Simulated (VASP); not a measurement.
Write the native input for VASP 6.6.1 that does the following.

| Property | Result |
| --- | --- |
| Task | single point |
| Functional | LDA |
| Potentials or basis | VASP PAW LDA potentials, release 64 (Ge_d, Sb, Te) |
| Cutoff | 520 eV |
| k mesh | 8 × 8 × 8 |
| Occupations | gaussian, width 0.1 eV |
| Spin | no spin polarisation |
| Dipole correction | no |
| Further INCAR settings | ALGO = Normal; EDIFF = 1e-06; NBANDS = 33 |

The structure of GeSb2Te4 lies in POSCAR:

```
GeSb2Te4
1.0
   -2.9860216050      2.9860216050      5.8980243128
    2.9860216050     -2.9860216050      5.8980243128
    2.9860216050      2.9860216050     -5.8980243128
Ge Sb Te
1 2 4
Direct
    0.0000000000      0.0000000000      0.0000000000
    0.5000000000      0.5000000000      0.0000000000
    0.2500000000      0.7500000000      0.5000000000
    0.5071723930      0.0071723930      0.5000000000
    0.2449574168      0.2449574168      0.0000000000
    0.9928276070      0.4928276070      0.5000000000
    0.7550425832      0.7550425832      0.0000000000
```

The input as run:

INCAR

```
PREC = Accurate
ENCUT = 520
EDIFF = 1E-6
ISMEAR = 0
SIGMA = 0.1
LREAL = F
LASPH = T
NELM = 80
ALGO = Normal
ISIF = 2
LWAVE = F
LCHARG = T
LELF = T
LVHAR = T
NBANDS = 33
```

KPOINTS

```
Automatic mesh
0
Gamma
  8 8 8
```

Potentials or basis: VASP PAW LDA potentials, release 64 (Ge_d, Sb, Te).

The run is started by

```sh
$ cat potpaw_LDA.64/Ge_d/POTCAR potpaw_LDA.64/Sb/POTCAR potpaw_LDA.64/Te/POTCAR > POTCAR
$ mpirun -np 1 vasp_std > vasp.out
```

It gave:

| Quantity | Value |
| --- | --- |
| Pressure | 0.1 GPa |
| Largest force | 0.012 eV/Å |
| Band gap on the k mesh | zero (band 24 reaches 6.20 eV, above the bottom of band 25 at 5.99 eV) |

Caveat: spin-orbit coupling is left out, which moves the levels of the heavy elements.

Wall time 8.1 min on 1 thread of Intel Xeon 6975P-C, with other jobs on the host, peak memory 0.58 GiB.
